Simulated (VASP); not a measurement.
Runs of VASP 6.6.1 on TiSi. The structure is that of space group Cmmm (No. 65), or close to it. The cells are those of the table. 

| cell | k mesh | gap on the mesh (eV) | pressure (GPa) |
| --- | --- | --- | --- |
| a = 3.555, b = 7.488, c = 3.992 Å, 8 atoms | 10 × 6 × 10 | none | (a) |
| a = 3.531, b = 7.444, c = 3.914 Å, 8 atoms | 10 × 6 × 10 | none | 15.9 |
| a = 3.683, b = 7.579, c = 4.036 Å, 8 atoms | 6 × 4 × 4 | none | 0.0 |
| a = 3.601, b = 7.579, c = 4.143 Å, 8 atoms | 10 × 6 × 10 | none | 0.0 |

Alike in all rows: task single point; level PBEsol; potentials or basis VASP PAW PBE potentials, release 64 (Ti_sv, Si); no spin polarisation; cutoff (eV) 520; smearing gaussian 0.1 eV.

Task: Fill in the values left out.

Result: (a) 9.8.

Caveats: some runs use coarse meshes; the PAW data sets were made with another functional, which shifts forces and pressure a little.

A gap of «none» marks levels without a gap at the run's occupations.
